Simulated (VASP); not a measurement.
Write the native input for VASP 6.6.1 that does the following.

```yaml
Task: single point
Functional: PBE
Potentials_or_basis: VASP PAW PBE potentials, release 64 (Na_pv, F)
Cutoff: 600 eV
k_mesh: 6 × 6 × 6
Occupations: gaussian, width 0.01 eV
Spin: no spin polarisation
Dipole_correction: no
Further_INCAR_settings: ALGO = Normal; EDIFF = 1e-06; NBANDS = 14
```

The structure of NaF lies in POSCAR:

```
NaF
1.0
    0.0000000000      2.2582994549      2.2582994549
    2.2582994549      0.0000000000      2.2582994549
    2.2582994549      2.2582994549      0.0000000000
Na F
1 1
Direct
    0.0000000000      0.0000000000      0.0000000000
    0.5000000000      0.5000000000      0.5000000000
```

This cell differs from its parent crystal: volume changed by -5%.

These files were run (other wordings do the same):

INCAR

```
SYSTEM = NaF
ALGO     = Normal         ! electronic algorithm
EDIFF    = 1E-6           ! SCF threshold, eV
ENCUT    = 600            ! plane-wave cutoff, eV
GGA      = PE             ! functional
GGA_COMPAT= .FALSE.      
ISIF     = 2              ! what is computed and relaxed
ISMEAR   = 0              ! smearing method
LASPH    = .TRUE.         ! aspherical terms in the spheres
LCHARG   = .FALSE.        ! write CHGCAR
LREAL    = .FALSE.        ! projectors in reciprocal space
LWAVE    = .FALSE.        ! write WAVECAR
NBANDS   = 14             ! bands
NELM     = 120            ! most SCF steps
PREC     = Accurate       ! precision mode
SIGMA    = 0.01           ! smearing width, eV
```

KPOINTS

```
k-points
0
G
  6 6 6
  0 0 0
```

Potentials or basis: VASP PAW PBE potentials, release 64 (Na_pv, F).

Run with:

```bash
$ cat potpaw_PBE.64/Na_pv/POTCAR potpaw_PBE.64/F/POTCAR > POTCAR
$ mpirun -np 1 vasp_std > vasp.out
```

It gave:

* Pressure: 6.9 GPa
* Band gap on the k mesh: 6.74 eV, direct

Run time: 13 s on 1 thread of Intel Xeon 8259CL, with other jobs on the host, peak memory 0.14 GiB.
